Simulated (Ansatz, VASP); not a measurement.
## One calculation of KP3, two programs

```
CELL_PARAMETERS angstrom
4.11247 2.37434 4.69868
-4.11247 2.37434 4.69868
0.00000 -4.74868 4.69868
ATOMIC_POSITIONS crystal
K 0.26054 0.26054 0.26054
K 0.73946 0.73946 0.73946
P 0.83151 0.19248 0.83151
P 0.83151 0.83151 0.19248
P 0.19248 0.83151 0.83151
P 0.16849 0.80752 0.16849
P 0.80752 0.16849 0.16849
P 0.16849 0.16849 0.80752
```

Alike in both runs: functional PBE; k mesh 3 × 3 × 3; occupations gaussian, width 0.1 eV; no spin polarisation.

Ansatz relaxed the structure, and its values are those at the end. VASP's run is a single point on that final structure, the one shown.

```csv
,VASP,Ansatz
version,VASP 6.6.1,Ansatz 0.2.0
potentials or method,"VASP PAW PBE potentials, release 64 (K_sv, P), cutoff 520 eV","scalar-relativistic, plane waves, PAW"
valence electrons in the cell,48,48
```

Ansatz gave:

* gap on the k mesh at the Fermi level (eV): 1.02
* least direct gap on the mesh (eV): 1.07
* pressure (GPa): -0.1
* rms of the force components (eV/Å): 0.008

Q: Which values does VASP return?

A: gap on the k mesh at the Fermi level (eV): 1.02; least direct gap on the mesh (eV): 1.07; pressure (GPa): -0.2; rms of the force components (eV/Å): 0.042.
